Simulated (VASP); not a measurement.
# Cr (Fd-3m) in VASP: a series of runs

The runs below take Cr through single point, with PBE.

All numbers are computed with VASP 6.6.1; they aren't measurements. Logs are shortened: lines on timing, memory, paths and dates and some standing lists are left out, and cuts for length are marked.

**1. The cell of the first run**

Symmetry: Fd-3m, No. 227, cubic system. The conventional cell has a = 4.956 Å, b = 4.956 Å, c = 4.956 Å, α = 90.00°, β = 90.00°, γ = 90.00°. Within 2.8 Å of Cr (site symmetry -43m) lie 4 Cr at 2.15 Å.

**2. Single point, PBE, collinear spin, ferromagnetic start**

INCAR reads:

```
PREC     = Accurate       # precision mode
ENCUT    = 520            # plane-wave cutoff, eV
EDIFF    = 1E-6           # SCF threshold, eV
ISMEAR   = -1             # smearing method
SIGMA    = 0.05           # smearing width, eV
LREAL    = False          # projectors in reciprocal space
LASPH    = True           # aspherical terms in the spheres
NELM     = 150            # most SCF steps
ALGO     = Normal         # electronic algorithm
ISIF     = 2              # what is computed and relaxed
LWAVE    = False          # write WAVECAR
LCHARG   = False          # write CHGCAR
ISPIN    = 2              # spin polarisation
MAGMOM   = 3 3            # initial moments
LORBIT   = 11             # projections on sites
LMAXMIX  = 4              # l up to which the mixer works
GGA      = PE             # functional
NBANDS   = 23             # bands
```

KPOINTS reads:

```
Automatic mesh
0
Gamma
  8 8 8
```

POSCAR reads:

```
Cr
1.0
    0.0000000000      2.4779024523      2.4779024523
    2.4779024523      0.0000000000      2.4779024523
    2.4779024523      2.4779024523      0.0000000000
Cr
2
Direct
    0.0000000000      0.0000000000      0.0000000000
    0.2500000000      0.2500000000      0.2500000000
```

Potentials or basis: VASP PAW PBE potentials, release 64 (Cr_pv).

The run is started by

```sh
$ cat potpaw_PBE.64/Cr_pv/POTCAR > POTCAR
$ mpirun -np 1 vasp_std > vasp.out
```

OUTCAR:

```text
PREC = Accurate
   ENCUT = 520
   EDIFF = 1E-6
   ISMEAR = -1
   LREAL = False
   LASPH = True
   NELM = 150
   ISIF = 2
   ISPIN = 2
   LORBIT = 11
   GGA = PE

 ion  position               nearest neighbor table
   1  0.000  0.000  0.000-   2 2.15   2 2.15   2 2.15   2 2.15
   2  0.250  0.250  0.250-   1 2.15   1 2.15   1 2.15   1 2.15

  LATTYP: Found a face centered cubic cell.
 ALAT       =     4.9558049046

  Lattice vectors:

 A1 = (   0.0000000000,   2.4779024523,   2.4779024523)
 A2 = (   2.4779024523,   0.0000000000,   2.4779024523)
 A3 = (   2.4779024523,   2.4779024523,   0.0000000000)

Analysis of symmetry for initial positions (statically):
=====================================================================
 Subroutine PRICEL returns:
 Original cell was already a primitive cell.

 Routine SETGRP: Setting up the symmetry group for a
 face centered cubic supercell.

 Subroutine GETGRP returns: Found 48 space group operations
 (whereof 24 operations were pure point group operations)
 out of a pool of 48 trial point group operations.

The static configuration has the point symmetry T_d .
 The point group associated with its full space group is O_h .

Analysis of symmetry for dynamics (positions and initial velocities):
=====================================================================
 Subroutine PRICEL returns:
 Original cell was already a primitive cell.

 Routine SETGRP: Setting up the symmetry group for a
 face centered cubic supercell.

 Subroutine GETGRP returns: Found 48 space group operations
 (whereof 24 operations were pure point group operations)
 out of a pool of 48 trial point group operations.

The dynamic configuration has the point symmetry T_d .
 The point group associated with its full space group is O_h .

Analysis of structural, dynamic, and magnetic symmetry:
=====================================================================
 Subroutine PRICEL returns:
 Original cell was already a primitive cell.

 Routine SETGRP: Setting up the symmetry group for a
 face centered cubic supercell.

 Subroutine GETGRP returns: Found 48 space group operations
 (whereof 24 operations were pure point group operations)
 out of a pool of 48 trial point group operations.

The overall configuration has the point symmetry T_d .
 The point group associated with its full space group is O_h .

 Subroutine INISYM returns: Found 48 space group operations
 (whereof 24 operations are pure point group operations),
 and found     1 'primitive' translations

----------------------------------------------------------------------------------------

                                     Primitive cell

  volume of cell :      30.4286

  direct lattice vectors                    reciprocal lattice vectors
     0.000000000  2.477902452  2.477902452    -0.201783569  0.201783569  0.201783569
     2.477902452  0.000000000  2.477902452     0.201783569 -0.201783569  0.201783569
     2.477902452  2.477902452  0.000000000     0.201783569  0.201783569 -0.201783569

  length of vectors
     3.504283254  3.504283254  3.504283254     0.349499393  0.349499393  0.349499393

  position of ions in fractional coordinates (direct lattice)
     0.000000000  0.000000000  0.000000000
     0.250000000  0.250000000  0.250000000

  ion indices of the primitive-cell ions
   primitive index   ion index
                 1           1
                 2           2

----------------------------------------------------------------------------------------

 KPOINTS: Automatic mesh

Automatic generation of k-mesh.
 Grid dimensions read from file:
 generate k-points for:    8    8    8

 Generating k-lattice:

  Cartesian coordinates                     Fractional coordinates (reciprocal lattice)
    -0.025222946  0.025222946  0.025222946     0.125000000  0.000000000  0.000000000
     0.025222946 -0.025222946  0.025222946     0.000000000  0.125000000  0.000000000
     0.025222946  0.025222946 -0.025222946     0.000000000  0.000000000  0.125000000

  Length of vectors
     0.043687424  0.043687424  0.043687424

  Shift w.r.t. Gamma in fractional coordinates (k-lattice)
     0.000000000  0.000000000  0.000000000

 Subroutine IBZKPT returns following result:
 ===========================================

 Found     29 irreducible k-points:

 Following reciprocal coordinates:
            Coordinates               Weight
  0.000000  0.000000  0.000000      1.000000
  0.125000  0.000000  0.000000      8.000000
  0.250000  0.000000  0.000000      8.000000
  0.375000  0.000000  0.000000      8.000000
  0.500000  0.000000  0.000000      4.000000
  0.125000  0.125000  0.000000      6.000000
[... 16 lines left out ...]
  0.500000  0.250000  0.125000     48.000000
 -0.375000  0.250000  0.125000     24.000000
 [... further k-points ...]
   k-points           NKPTS =     29   k-points in BZ     NKDIM =     29   number of bands    NBANDS=     23
   number of dos      NEDOS =    301   number of ions     NIONS =      2
   total plane-waves  NPLWV =  21952
   dimension x,y,z NGX =    28 NGY =   28 NGZ =   28
   dimension x,y,z NGXF=    56 NGYF=   56 NGZF=   56
   ions per type =               2
   NGX,Y,Z   is equivalent  to a cutoff of  13.28, 13.28, 13.28 a.u.
   NGXF,Y,Z  is equivalent  to a cutoff of  26.57, 26.57, 26.57 a.u.
 SYSTEM =  unknown system
   PREC   = accura    normal or accurate (medium, high low for compatibility)
   ISTART =      0    job   : 0-new  1-cont  2-samecut
   ICHARG =      2    charge: 1-file 2-atom 10-const
   ISPIN  =      2    spin polarized calculation?
   LNONCOLLINEAR =      F non collinear calculations
   LSORBIT =      F    spin-orbit coupling
   LASPH  =      T    aspherical Exc in radial PAW
   ENCUT  =  520.0 eV  38.22 Ry    6.18 a.u.   6.52  6.52  6.52*2*pi/ulx,y,z
   NELM   =    150;   NELMIN=  2; NELMDL= -5     # of ELM steps
   EDIFF  = 0.1E-05   stopping-criterion for ELM
   LREAL  =      F    real-space projection
   EDIFFG = 0.1E-04   stopping-criterion for IOM
   NSW    =      0    number of steps for IOM
   IBRION =     -1    ionic relax: 0-MD 1-quasi-New 2-CG
   NFREE  =      0    steps in history (QN), initial steepest desc. (CG)
   ISIF   =      2    stress and relaxation
   ISYM   =      2    0-nonsym 1-usesym 2-fastsym
   POTIM  = 0.5000    time-step for ionic-motion
   TEBEG  =    0.0;   TEEND  =   0.0 temperature during run
   PSTRESS=    0.0 pullay stress
   NELECT =      24.0000    total number of electrons
   NUPDOWN=      -1.0000    fix difference up-down
   EMIN   =  10.00;   EMAX   =-10.00  energy-range for DOS
   EFERMI =   0.00;   METHOD = LEGACY
   ISMEAR =    -1;   SIGMA  =   0.05  broadening in eV -4-tet -1-fermi 0-gaus
   EFERMI_NEDOS =   21; number of points for ismear=-14 and -15
   IALGO  =     38    algorithm
   IMIX   =      4    mixing-type and parameters
     AMIX     =   0.40;   BMIX     =  1.00
     AMIX_MAG =   1.60;   BMIX_MAG =  1.00
  volume/ion in A,a.u.               =      15.21       102.67
  Fermi-wavevector in a.u.,A,eV,Ry     =   1.512578  2.858357 31.128653  2.287891
  Thomas-Fermi vector in A             =   2.622483
   LORBIT       =     11    0 simple, 1 ext, 2 COOP (PROOUT), +10 PAW based schemes
   GGA     = PE    functional components
   LHFCALC =     F    Hartree Fock is set to
   AEXX    =    0.0000 exact exchange contribution
   IVDW    =     0    specifies the selected vdW correction
   LEPSILON=     F    determine dielectric tensor
   LRPA    =     F    only Hartree local field effects (RPA)
 spin polarized calculation
  energy-cutoff  :      520.00
  volume of cell :       30.43
 maximum number of plane-waves:       869
 NGX is ok and might be reduce to    28
   NGX = 13   NGY = 13   NGZ = 13

 number of electron      23.9999987 magnetization       0.0011552

 Free energy of the ion-electron system (eV)
  ---------------------------------------------------
  ext. energy  EPLUGINS =         0.00000000
  ---------------------------------------------------
  free energy    TOTEN  =       -14.64634324 eV

  energy without entropy =      -14.61519604  energy(sigma->0) =      -14.63076964

 E-fermi :   7.2116     XC(G=0): -11.7424

 val. band max:        7.1866285001   @ k =  -0.2500   0.2500   0.0000
 cond. band min:       7.2157665964   @ k =  -0.3750   0.5000   0.1250
 fundamental gap:      0.0291380963
 Fermi energy:         7.2116450761

 spin component 1

 k-point     1 :       0.0000    0.0000    0.0000
  band No.  band energies     occupation
      1     -35.5470      1.00000
      2     -35.5470      1.00000
      3     -35.5470      1.00000
      4     -34.5572      1.00000
      5     -34.5572      1.00000
      6     -34.5572      1.00000
[... 15 lines left out ...]
     22      21.8213      0.00000
     23      22.0000      0.00000
[... 575 lines left out ...]
      1     -35.7916      1.00000
      2     -35.7189      1.00000
      3     -35.3489      1.00000
      4     -34.7707      1.00000
      5     -34.3823      1.00000
      6     -34.3236      1.00000
[... 15 lines left out ...]
     22      15.7359      0.00000
     23      20.3978      0.00000

 [... further k-points ...]

 spin component 2

 k-point     1 :       0.0000    0.0000    0.0000
  band No.  band energies     occupation
      1     -35.5464      1.00000
      2     -35.5464      1.00000
      3     -35.5464      1.00000
      4     -34.5567      1.00000
      5     -34.5567      1.00000
      6     -34.5567      1.00000
[... 15 lines left out ...]
     22      21.8215      0.00000
     23      21.9999      0.00000
[... 575 lines left out ...]
      1     -35.7910      1.00000
      2     -35.7183      1.00000
      3     -35.3483      1.00000
      4     -34.7701      1.00000
      5     -34.3818      1.00000
      6     -34.3230      1.00000
[... 15 lines left out ...]
     22      15.7362      0.00000
     23      20.3980      0.00000

 [... further k-points ...]
[... 5 lines left out ...]
  --------------------------------------------------------------------------------------
  -------------------------------------------------------------------------------------
  Total        2.0140847      2.0140847      2.0140847      0.0000000      0.0000000     -0.0000000
  in kB      106.0487876    106.0487876    106.0487876      0.0000000      0.0000000     -0.0000000
  external PRESSURE =     106.0487876 kB  Pullay stress =       0.0000000 kB

 VOLUME and BASIS-vectors are now :
 -----------------------------------------------------------------------------
  energy-cutoff  :      520.00
  volume of cell :       30.43
      direct lattice vectors                 reciprocal lattice vectors
     0.000000000  2.477902452  2.477902452    -0.201783569  0.201783569  0.201783569
     2.477902452  0.000000000  2.477902452     0.201783569 -0.201783569  0.201783569
     2.477902452  2.477902452  0.000000000     0.201783569  0.201783569 -0.201783569

 POSITION                                       TOTAL-FORCE (eV/Angst)
 -----------------------------------------------------------------------------------
      0.00000      0.00000      0.00000         0.000000     -0.000000     -0.000000
      1.23895      1.23895      1.23895        -0.000000      0.000000      0.000000
 -----------------------------------------------------------------------------------
    total drift:                                0.000000      0.000000      0.000000

  FREE ENERGIE OF THE ION-ELECTRON SYSTEM (eV)
  ---------------------------------------------------
  free  energy   TOTEN  =       -14.6463432443 eV

  energy  without entropy=      -14.6151960431  energy(sigma->0) =      -14.63076964

 total charge

# of ion       s       p       d       tot
------------------------------------------
    1        0.491   6.206   4.578  11.274
    2        0.491   6.206   4.578  11.274
--------------------------------------------------
tot          0.982  12.411   9.156  22.549

 magnetization (x)

# of ion       s       p       d       tot
------------------------------------------
    1        0.000   0.000   0.000   0.000
    2        0.000   0.000   0.000   0.000
--------------------------------------------------
tot          0.000   0.000   0.001   0.001
```

It took 21 s on 1 thread of Intel Xeon 6975P-C (Granite Rapids), shared host; peak memory 0.18 GiB.

Results:

- Free energy: -14.6463 eV
- Pressure: 10.6 GPa
- Band gap on the k mesh: zero (filled and empty bands overlap)
- Net moment: 0.00 μB per cell
- Valence electrons inside the program's atomic spheres: Cr 11.27

Levels at points of the mesh, in eV from the Fermi level:
Spin up:
| k point | band 9 | band 10 | band 11 | band 12 | band 13 | band 14 | band 15 | band 16 |
| --- | --- | --- | --- | --- | --- | --- | --- | --- |
| (0.00, 0.00, 0.00) | -1.80 | -1.19 | -1.19 | -1.19 | 1.12 | 1.12 | 1.12 | 3.41 |
| (0.50, 0.00, 0.00) | -1.70 | -1.70 | -1.25 | -1.25 | 0.04 | 1.96 | 1.96 | 3.00 |
| (0.50, 0.50, 0.00) | -1.15 | -1.15 | 0.04 | 0.04 | 0.73 | 0.73 | 3.24 | 3.24 |
Spin down:
| k point | band 10 | band 11 | band 12 | band 13 | band 14 | band 15 |
| --- | --- | --- | --- | --- | --- | --- |
| (0.00, 0.00, 0.00) | -1.19 | -1.19 | -1.19 | 1.12 | 1.12 | 1.12 |
| (0.50, 0.00, 0.00) | -1.70 | -1.25 | -1.25 | 0.04 | 1.96 | 1.96 |
| (0.50, 0.50, 0.00) | -1.15 | 0.04 | 0.04 | 0.73 | 0.73 | 3.24 |

Caveat: the starting moments collapsed, and a magnetic state may lie lower.

(Continued in part 2 of 2.)
